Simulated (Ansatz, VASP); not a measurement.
# BeS in VASP and in Ansatz

```
Be S
1.0
     0.00000    2.43515    2.43515
     2.43515    0.00000    2.43515
     2.43515    2.43515    0.00000
Be S
1 1
Direct
  0.00000 0.00000 0.00000
  0.75000 0.75000 0.75000
```

Alike in both runs: task single point; functional PBE; k mesh 6 × 6 × 6; occupations gaussian, width 0.1 eV; no spin polarisation.

```csv
,VASP,Ansatz
version,VASP 6.6.1,Ansatz 0.2.0
potentials or method,"VASP PAW PBE potentials, release 64 (Be, S), cutoff 600 eV","scalar-relativistic, plane waves, PAW"
valence electrons in the cell,8,8
```

Ansatz gave:

- gap on the k mesh at the Fermi level (eV): 3.14
- least direct gap on the mesh (eV): 5.66
- pressure (GPa): 0.4

Problem. Which values does VASP return?

Solution. gap on the k mesh at the Fermi level (eV): 3.14; least direct gap on the mesh (eV): 5.67; pressure (GPa): 0.4.

With one functional, cell and mesh, what is left measures potentials, basis and numerics.
